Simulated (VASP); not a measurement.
A run of VASP 6.6.1 is set up as follows.

INCAR

```
  ALGO = Normal
  EDIFF = 1E-7
  ENCUT = 520
  GGA = PS
  ISIF = 2
  ISMEAR = 0
  LASPH = True
  LCHARG = False
  LREAL = False
  LWAVE = False
  NBANDS = 18
  NELM = 60
  PREC = Accurate
  SIGMA = 0.05
```

KPOINTS

```
k-points
0
Gamma
  8 8 8
```

File POSCAR:

```
HfO2
1.0
    0.0000000000      2.6853750000      2.5575000000
    2.4296250000      0.0000000000      2.5575000000
    2.4296250000      2.6853750000      0.0000000000
Hf O
1 2
Direct
    0.0000000000      0.0000000000      0.0000000000
    0.2500000000      0.2500000000      0.2500000000
    0.7500000000      0.7500000000      0.7500000000
```

Potentials or basis: VASP PAW PBE potentials, release 64 (Hf_pv, O).

Run with:

```bash
$ cat potpaw_PBE.64/Hf_pv/POTCAR potpaw_PBE.64/O/POTCAR > POTCAR
$ mpirun -np 1 vasp_std > vasp.out
```

(1) Predict the pressure.

(2) Estimate the band gap on the k mesh.

Results:

(1) -12.6 GPa.

(2) 2.43 eV, indirect (least direct gap 2.82 eV).

Caveat: the cell differs from its parent crystal (strain -0.0500 x Voigt [1, -1, 0, 0, 0, 0]); the PAW data sets were made with another functional, which shifts forces and pressure a little; spin-orbit coupling is left out, which moves the levels of the heavy elements.
